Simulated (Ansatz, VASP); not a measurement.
Two plane-wave programs on Pt

The input INCAR:

```
SYSTEM = Pt
PREC = Accurate
ENCUT = 520
EDIFF = 1E-6
ISMEAR = 0
SIGMA = 0.1
LREAL = .False.
LASPH = .True.
NELM = 100
ALGO = Fast
ISIF = 2
LWAVE = .False.
LCHARG = .False.
GGA = CA
NBANDS = 11
```

KPOINTS

```
regular mesh
0
Gamma
  8 8 8
  0 0 0
```

Contents of POSCAR:

```
Pt
1.0
    0.0000000000      1.9715751800      1.9715751800
    1.9715751800      0.0000000000      1.9715751800
    1.9715751800      1.9715751800      0.0000000000
Pt
1
Direct
    0.0000000000      0.0000000000      0.0000000000
```

Input for Ansatz:

```yaml
crystal:
  lattice:
    - [0.0, 1.97157518, 1.97157518]
    - [1.97157518, 0.0, 1.97157518]
    - [1.97157518, 1.97157518, 0.0]
  atoms:
    - { symbol: Pt, position: [0.0, 0.0, 0.0] }
basis:
  ecutwfc: 420
kpoints:
  mp_grid: { grid: [8, 8, 8] }
hamiltonian:
  xc: lda
scf:
  occupations: { method: gaussian, width: 0.1 }
output:
  forces: true
  stress: true
  eigenvalues: true
```

Alike in both runs: task single point; functional LDA; k mesh 8 × 8 × 8; occupations gaussian, width 0.1 eV; no spin polarisation.

|  | VASP | Ansatz |
| --- | --- | --- |
| version | VASP 6.6.1 | Ansatz 0.2.0 |
| potentials or method | VASP PAW LDA potentials, release 64 (Pt), cutoff 520 eV | scalar-relativistic, plane waves, PAW |
| valence electrons in the cell | 10 | 18 |

|  | VASP | Ansatz | Ansatz less VASP |
| --- | --- | --- | --- |
| gap on the k mesh at the Fermi level (eV) | none | none | - |
| pressure (GPa) | -10.5 | -11.1 | -0.62 |

LDA's correlation is that of Perdew and Zunger in VASP and of Perdew and Wang (1992) in Ansatz. A gap of «none» marks a metal or a gap that the smearing closes. VASP's potentials hold 10 valence electrons a cell and Ansatz's 18, so a difference there can come from the potentials and not from the codes.

Neither program's run includes spin-orbit coupling.
